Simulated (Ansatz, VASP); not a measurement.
## Two plane-wave programs on TaN

File INCAR:

```
PREC = Accurate
ENCUT = 520
EDIFF = 1E-6
ISMEAR = 0
SIGMA = 0.05
LREAL = False
LASPH = True
NELM = 150
ALGO = Normal
ISIF = 2
LWAVE = False
LCHARG = False
LNONCOLLINEAR = True
MAGMOM = 0 0 0 0 0 0 0 0 0 0 0 0 0 0 0 0 0 0
LORBIT = 11
LMAXMIX = 4
LDAU = True
LDAUTYPE = 1
LDAUL = 2 -1
LDAUU = 2 0
LDAUJ = 0.9 0
LDAUPRINT = 1
GGA = PS
NBANDS = 64
```

File KPOINTS:

```
Automatic mesh
0
Gamma
  4 4 6
```

The input POSCAR:

```
TaN
1.0
    5.1960001500      0.0000000000      0.0000000000
   -2.5980000800      4.4998681300      0.0000000000
    0.0000000000      0.0000000000      2.9109996000
Ta N
3 3
Direct
    0.3333333333      0.6666666667      0.5000000000
    0.6666666667      0.3333333333      0.5000000000
    0.0000000000      0.0000000000      0.0000000000
    0.3928500000      0.0000000000      0.0000000000
    0.6071500000      0.6071500000      0.0000000000
    0.0000000000      0.3928500000      0.0000000000
```

Input for Ansatz:

```yaml
crystal:
  lattice:
    - [5.19600015, 0.0, 0.0]
    - [-2.59800008, 4.49986813, 0.0]
    - [0.0, 0.0, 2.9109996]
  atoms:
    - { symbol: Ta, position: [0.3333333333, 0.6666666667, 0.5], spin: 2.0, spin_axis: [0.0, 0.0, 1.0] }
    - { symbol: Ta, position: [0.6666666667, 0.3333333333, 0.5], spin: 2.0, spin_axis: [0.866025, 0.0, -0.5] }
    - { symbol: Ta, position: [0.0, 0.0, 0.0], spin: 2.0, spin_axis: [0.0, 0.0, 1.0] }
    - { symbol: "N", position: [0.39285, 0.0, 0.0] }
    - { symbol: "N", position: [0.60715, 0.60715, 0.0] }
    - { symbol: "N", position: [0.0, 0.39285, 0.0] }
basis:
  ecutwfc: 420
  ecutrho_ratio: 4
kpoints:
  mp_grid: { grid: [4, 4, 6] }
hamiltonian:
  xc: pbesol
  hubbard:
    sites:
      - { site: 0, l: d, u: 2.0, j: 0.9, starting_ns: [{ occupation_matrix: s0 }] }
      - { site: 1, l: d, u: 2.0, j: 0.9, starting_ns: [{ occupation_matrix: s1 }] }
      - { site: 2, l: d, u: 2.0, j: 0.9, starting_ns: [{ occupation_matrix: s2 }] }
    occupation_matrices:
      s0:
        spinor_matrix:
          - [[0.97, 0.0], [0.0, 0.0], [0.0, 0.0], [0.0, 0.0], [0.0, 0.0], [0.0, 0.0], [0.0, 0.0], [0.0, 0.0], [0.0, 0.0], [0.0, 0.0]]
          - [[0.0, 0.0], [0.02, 0.0], [0.0, 0.0], [0.0, 0.0], [0.0, 0.0], [0.0, 0.0], [0.0, 0.0], [0.0, 0.0], [0.0, 0.0], [0.0, 0.0]]
          - [[0.0, 0.0], [0.0, 0.0], [0.02, 0.0], [0.0, 0.0], [0.0, 0.0], [0.0, 0.0], [0.0, 0.0], [0.0, 0.0], [0.0, 0.0], [0.0, 0.0]]
          - [[0.0, 0.0], [0.0, 0.0], [0.0, 0.0], [0.02, 0.0], [0.0, 0.0], [0.0, 0.0], [0.0, 0.0], [0.0, 0.0], [0.0, 0.0], [0.0, 0.0]]
          - [[0.0, 0.0], [0.0, 0.0], [0.0, 0.0], [0.0, 0.0], [0.97, 0.0], [0.0, 0.0], [0.0, 0.0], [0.0, 0.0], [0.0, 0.0], [0.0, 0.0]]
          - [[0.0, 0.0], [0.0, 0.0], [0.0, 0.0], [0.0, 0.0], [0.0, 0.0], [0.02, 0.0], [0.0, 0.0], [0.0, 0.0], [0.0, 0.0], [0.0, 0.0]]
          - [[0.0, 0.0], [0.0, 0.0], [0.0, 0.0], [0.0, 0.0], [0.0, 0.0], [0.0, 0.0], [0.02, 0.0], [0.0, 0.0], [0.0, 0.0], [0.0, 0.0]]
          - [[0.0, 0.0], [0.0, 0.0], [0.0, 0.0], [0.0, 0.0], [0.0, 0.0], [0.0, 0.0], [0.0, 0.0], [0.02, 0.0], [0.0, 0.0], [0.0, 0.0]]
          - [[0.0, 0.0], [0.0, 0.0], [0.0, 0.0], [0.0, 0.0], [0.0, 0.0], [0.0, 0.0], [0.0, 0.0], [0.0, 0.0], [0.02, 0.0], [0.0, 0.0]]
          - [[0.0, 0.0], [0.0, 0.0], [0.0, 0.0], [0.0, 0.0], [0.0, 0.0], [0.0, 0.0], [0.0, 0.0], [0.0, 0.0], [0.0, 0.0], [0.02, 0.0]]
      s1:
        spinor_matrix:
          - [[0.2575, 0.0], [0.0, 0.0], [0.0, 0.0], [0.0, 0.0], [0.0, 0.0], [0.41136, 0.0], [0.0, 0.0], [0.0, 0.0], [0.0, 0.0], [0.0, 0.0]]
          - [[0.0, 0.0], [0.02, 0.0], [0.0, 0.0], [0.0, 0.0], [0.0, 0.0], [0.0, 0.0], [0.0, 0.0], [0.0, 0.0], [0.0, 0.0], [0.0, 0.0]]
          - [[0.0, 0.0], [0.0, 0.0], [0.02, 0.0], [0.0, 0.0], [0.0, 0.0], [0.0, 0.0], [0.0, 0.0], [0.0, 0.0], [0.0, 0.0], [0.0, 0.0]]
          - [[0.0, 0.0], [0.0, 0.0], [0.0, 0.0], [0.02, 0.0], [0.0, 0.0], [0.0, 0.0], [0.0, 0.0], [0.0, 0.0], [0.0, 0.0], [0.0, 0.0]]
          - [[0.0, 0.0], [0.0, 0.0], [0.0, 0.0], [0.0, 0.0], [0.2575, 0.0], [0.0, 0.0], [0.0, 0.0], [0.0, 0.0], [0.0, 0.0], [0.41136, 0.0]]
          - [[0.41136, 0.0], [0.0, 0.0], [0.0, 0.0], [0.0, 0.0], [0.0, 0.0], [0.7325, 0.0], [0.0, 0.0], [0.0, 0.0], [0.0, 0.0], [0.0, 0.0]]
          - [[0.0, 0.0], [0.0, 0.0], [0.0, 0.0], [0.0, 0.0], [0.0, 0.0], [0.0, 0.0], [0.02, 0.0], [0.0, 0.0], [0.0, 0.0], [0.0, 0.0]]
          - [[0.0, 0.0], [0.0, 0.0], [0.0, 0.0], [0.0, 0.0], [0.0, 0.0], [0.0, 0.0], [0.0, 0.0], [0.02, 0.0], [0.0, 0.0], [0.0, 0.0]]
          - [[0.0, 0.0], [0.0, 0.0], [0.0, 0.0], [0.0, 0.0], [0.0, 0.0], [0.0, 0.0], [0.0, 0.0], [0.0, 0.0], [0.02, 0.0], [0.0, 0.0]]
          - [[0.0, 0.0], [0.0, 0.0], [0.0, 0.0], [0.0, 0.0], [0.41136, 0.0], [0.0, 0.0], [0.0, 0.0], [0.0, 0.0], [0.0, 0.0], [0.7325, 0.0]]
      s2:
        spinor_matrix:
          - [[0.97, 0.0], [0.0, 0.0], [0.0, 0.0], [0.0, 0.0], [0.0, 0.0], [0.0, 0.0], [0.0, 0.0], [0.0, 0.0], [0.0, 0.0], [0.0, 0.0]]
          - [[0.0, 0.0], [0.02, 0.0], [0.0, 0.0], [0.0, 0.0], [0.0, 0.0], [0.0, 0.0], [0.0, 0.0], [0.0, 0.0], [0.0, 0.0], [0.0, 0.0]]
          - [[0.0, 0.0], [0.0, 0.0], [0.97, 0.0], [0.0, 0.0], [0.0, 0.0], [0.0, 0.0], [0.0, 0.0], [0.0, 0.0], [0.0, 0.0], [0.0, 0.0]]
          - [[0.0, 0.0], [0.0, 0.0], [0.0, 0.0], [0.02, 0.0], [0.0, 0.0], [0.0, 0.0], [0.0, 0.0], [0.0, 0.0], [0.0, 0.0], [0.0, 0.0]]
          - [[0.0, 0.0], [0.0, 0.0], [0.0, 0.0], [0.0, 0.0], [0.02, 0.0], [0.0, 0.0], [0.0, 0.0], [0.0, 0.0], [0.0, 0.0], [0.0, 0.0]]
          - [[0.0, 0.0], [0.0, 0.0], [0.0, 0.0], [0.0, 0.0], [0.0, 0.0], [0.02, 0.0], [0.0, 0.0], [0.0, 0.0], [0.0, 0.0], [0.0, 0.0]]
          - [[0.0, 0.0], [0.0, 0.0], [0.0, 0.0], [0.0, 0.0], [0.0, 0.0], [0.0, 0.0], [0.02, 0.0], [0.0, 0.0], [0.0, 0.0], [0.0, 0.0]]
          - [[0.0, 0.0], [0.0, 0.0], [0.0, 0.0], [0.0, 0.0], [0.0, 0.0], [0.0, 0.0], [0.0, 0.0], [0.02, 0.0], [0.0, 0.0], [0.0, 0.0]]
          - [[0.0, 0.0], [0.0, 0.0], [0.0, 0.0], [0.0, 0.0], [0.0, 0.0], [0.0, 0.0], [0.0, 0.0], [0.0, 0.0], [0.02, 0.0], [0.0, 0.0]]
          - [[0.0, 0.0], [0.0, 0.0], [0.0, 0.0], [0.0, 0.0], [0.0, 0.0], [0.0, 0.0], [0.0, 0.0], [0.0, 0.0], [0.0, 0.0], [0.02, 0.0]]
    ns_hold: { iters: 8 }
scf:
  occupations: { method: gaussian, width: 0.05 }
  lower_state_search: "off"
  max_iter: 150
output:
  forces: true
  stress: true
  eigenvalues: true
  populations: true
  hubbard: { sites: [{ site: 0, l: d }, { site: 1, l: d }, { site: 2, l: d }] }
  write_density: true
  write_potential: true
  elf: true
  volumetric_format: npy
magnetization:
  noncollinear: true
  spin_orbit: false
```

Alike in both runs: task single point; functional PBEsol; k mesh 4 × 4 × 6; occupations gaussian, width 0.05 eV; non-collinear spin; Hubbard terms Ta d U = 2.0 eV, J = 0.9 eV.

|  | VASP | Ansatz |
| --- | --- | --- |
| version | VASP 6.6.1 | Ansatz 0.2.0 |
| potentials or method | VASP PAW PBE potentials, release 64 (Ta_pv, N), cutoff 520 eV | scalar-relativistic, plane waves, PAW |
| valence electrons in the cell | 48 | 54 |

VASP gave:

* gap on the k mesh at the Fermi level (eV): none
* pressure (GPa): 0.4
* traceless stress, the component that is largest in VASP (GPa): -0.28
* rms of the force components (eV/Å): 0.032

What did Ansatz give for the same quantities?

gap on the k mesh at the Fermi level (eV): none; pressure (GPa): -2.8; traceless stress, the component that is largest in VASP (GPa): -0.41; rms of the force components (eV/Å): 0.006.

VASP's potentials were made for PBE, not for PBEsol. The programs project onto different local orbitals, so the same U acts differently, and such runs can settle in different states. Atom by atom the forces differ by 0.038 eV/Å (rms over components). A gap of «none» marks a metal or a gap that the smearing closes. VASP's potentials hold 48 valence electrons a cell and Ansatz's 54, so a difference there can come from the potentials and not from the codes. Ansatz's warnings: filled band counts differ across k points, seeded moment not kept, specified occupation not kept.

Neither program's run includes spin-orbit coupling.
